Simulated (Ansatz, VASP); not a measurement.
## One calculation of SnPt3, two programs

The input INCAR:

```
SYSTEM = SnPt3
PREC = Accurate ; ENCUT = 400
EDIFF = 1E-8 ; ISMEAR = -1
SIGMA = 0.05 ; LREAL = .FALSE.
LASPH = .TRUE. ; NELM = 120
ALGO = Normal ; ISIF = 2
LWAVE = .FALSE. ; LCHARG = .FALSE.
GGA = CA ; LEFG = .TRUE.
NBANDS = 30 ; GGA_COMPAT = .FALSE.
```

KPOINTS

```
regular mesh
0
G
  8 8 8
  0 0 0
```

POSCAR

```
SnPt3
1.0
    3.9866219736      0.0000000000      0.0000000000
    0.0000000000      3.9866219736      0.0000000000
    0.0000000000      0.0000000000      3.9866219736
Sn Pt
1 3
Direct
    0.0000000000      0.0000000000      0.0000000000
    0.0000000000      0.5000000000      0.5000000000
    0.5000000000      0.0000000000      0.5000000000
    0.5000000000      0.5000000000      0.0000000000
```

Input for Ansatz:

```yaml
crystal:
  lattice:
    - [3.9866219736, 0.0, 0.0]
    - [0.0, 3.9866219736, 0.0]
    - [0.0, 0.0, 3.9866219736]
  atoms:
    - { symbol: Sn, position: [0.0, 0.0, 0.0] }
    - { symbol: Pt, position: [0.0, 0.5, 0.5] }
    - { symbol: Pt, position: [0.5, 0.0, 0.5] }
    - { symbol: Pt, position: [0.5, 0.5, 0.0] }
kpoints:
  mp_grid: { grid: [8, 8, 8] }
scf:
  occupations: { method: fermi_dirac, width: 0.05 }
hamiltonian:
  xc: lda
  pseudopotentials: { kind: all_electron, datasets: crystal }
output:
  forces: true
  stress: true
  eigenvalues: true
  efg: { contact_densities: true }
```

Change from the starting cell: volume scaled by 0.99, crystal datasets.

Alike in both runs: task electric field gradients; functional LDA; k mesh 8 × 8 × 8; occupations fermi-dirac, width 0.05 eV; no spin polarisation.

```csv
,VASP,Ansatz
version,VASP 6.6.1,Ansatz 0.2.0
potentials or method,"VASP PAW LDA potentials, release 64 (Sn_d, Pt), cutoff 400 eV","all-electron PAW with datasets made for the crystal, scalar-relativistic"
```

|  | VASP | Ansatz | Ansatz less VASP |
| --- | --- | --- | --- |
| pressure (GPa) | -0.5 | -1.3 | -0.77 |
| size of Vzz on the site where it differs most (V/Å²) | 147.5 | 164.2 | +16.65 |

LDA's correlation is that of Perdew and Zunger in VASP and of Perdew and Wang (1992) in Ansatz. Ansatz ran all-electron here, and VASP with PAW potentials.

Spin-orbit coupling is off throughout.
